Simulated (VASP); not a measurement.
The system is Ni.

```xyz
1
Lattice="0.0000 1.7779 1.7779 1.7779 0.0000 1.7779 1.7779 1.7779 0.0000" Properties=species:S:1:pos:R:3 pbc="T T T"
Ni    0.0000    0.0000    0.0000
```

Base run:

- Program: VASP 6.6.1
- Functional: LDA
- Potentials or basis: VASP PAW LDA potentials, release 64 (Ni)
- Cutoff: 520 eV
- k mesh: 24 × 24 × 24
- Occupations: gaussian, width 0.15 eV
- Spin: collinear spin, ferromagnetic start
- Starting moments: [0.625] μB
- Fixed moment: 0.625 μB

Its results: pressure -21.6 GPa; site moments Ni +0.63 μB.

**Question.** The run is repeated on the same cell with these changes: fixed moment from 0.625 μB to 0.375 μB; moments at the start from [0.62] to [0.38]. What comes out?

**Answer.** Pressure -22.2 GPa; site moments Ni +0.38 μB.

Caveats: the cell stands under tension; the total moment is fixed, so each spin has its own Fermi level.
